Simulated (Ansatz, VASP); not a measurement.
## Sn in VASP and in Ansatz

```xyz
1
Lattice="-1.9031 1.9031 1.9031 1.9031 -1.9031 1.9031 1.9031 1.9031 -1.9031" Properties=species:S:1:pos:R:3 pbc="T T T"
Sn    0.0000    0.0000    0.0000
```

Alike in both runs: functional PBE; k mesh 15 × 15 × 15; occupations fermi-dirac, width 0.03 eV; no spin polarisation.

Ansatz relaxed the structure, and its values are those at the end. VASP's run is a single point on that final structure, the one shown.

|  | VASP | Ansatz |
| --- | --- | --- |
| version | VASP 6.6.1 | Ansatz 0.2.0 |
| potentials or method | VASP PAW PBE potentials, release 64 (Sn_d) | PAW with Ansatz's default frozen-core files, scalar-relativistic |
| plane-wave cutoff (eV) | 520 | 420 |
| valence electrons in the cell | 14 | 14 |

|  | VASP | Ansatz | Ansatz less VASP |
| --- | --- | --- | --- |
| pressure (GPa) | 0.0 | 0.0 | +0.04 |

The functional is the same, so the differences come from potentials, cutoffs and numerics.
